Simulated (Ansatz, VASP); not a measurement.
# BN in VASP and in Ansatz

Contents of INCAR:

```
SYSTEM = BN
ALGO     = Normal         ! electronic algorithm
EDIFF    = 1E-6           ! SCF threshold, eV
ENCUT    = 520            ! plane-wave cutoff, eV
GGA      = PE             ! functional
ISIF     = 2              ! what is computed and relaxed
ISMEAR   = 0              ! smearing method
LASPH    = .TRUE.         ! aspherical terms in the spheres
LCHARG   = .FALSE.        ! write CHGCAR
LREAL    = .FALSE.        ! projectors in reciprocal space
LWAVE    = .FALSE.        ! write WAVECAR
NBANDS   = 16             ! bands
NELM     = 100            ! most SCF steps
PREC     = Accurate       ! precision mode
SIGMA    = 0.05           ! smearing width, eV
```

KPOINTS

```
k-points
0
G
  12 12 6
  0 0 0
```

POSCAR

```
BN
1.0
    2.5539396017      0.0000000000      0.0000000000
   -1.2769698009      2.2117765748      0.0000000000
    0.0000000000      0.0000000000      3.8887066000
B N
2 2
Direct
    0.6666666667      0.3333333333      0.9997240000
    0.3333333333      0.6666666667      0.4997240000
    0.6666666667      0.3333333333      0.6252760000
    0.3333333333      0.6666666667      0.1252760000
```

Input for Ansatz:

```yaml
crystal:
  lattice:
    - [2.5539396017, 0.0, 0.0]
    - [-1.2769698009, 2.2117765748, 0.0]
    - [0.0, 0.0, 3.8887066]
  atoms:
    - { symbol: B, position: [0.6666666667, 0.3333333333, 0.999724] }
    - { symbol: B, position: [0.3333333333, 0.6666666667, 0.499724] }
    - { symbol: "N", position: [0.6666666667, 0.3333333333, 0.625276] }
    - { symbol: "N", position: [0.3333333333, 0.6666666667, 0.125276] }
basis:
  ecutwfc: 420
kpoints:
  mp_grid: { grid: [12, 12, 6] }
hamiltonian:
  xc: pbe
scf:
  occupations: { method: gaussian, width: 0.05 }
output:
  forces: true
  stress: true
  eigenvalues: true
```

Change from the starting cell: strain +0.000 along x and y, -0.080 along z, atoms carried along.

Alike in both runs: task single point; functional PBE; k mesh 12 × 12 × 6; occupations gaussian, width 0.05 eV; no spin polarisation.

|  | VASP | Ansatz |
| --- | --- | --- |
| version | VASP 6.6.1 | Ansatz 0.2.0 |
| potentials or method | VASP PAW PBE potentials, release 64 (B, N), cutoff 520 eV | scalar-relativistic, plane waves, PAW |
| valence electrons in the cell | 16 | 16 |

```tsv
	VASP	Ansatz	Ansatz less VASP
gap on the k mesh at the Fermi level (eV)	5.35	5.38	+0.022
least direct gap on the mesh (eV)	7.85	7.86	+0.010
pressure (GPa)	41.2	40.7	-0.53
traceless stress, the component that is largest in VASP (GPa)	68.61	68.23	-0.376
rms of the force components (eV/Å)	0.467	0.461	-0.0064
```

Atom by atom the forces differ by 0.006 eV/Å (rms over components). Both programs put the cell under a high pressure, so it lies far from rest at this level. The functional is the same, so the differences come from potentials, cutoffs and numerics.
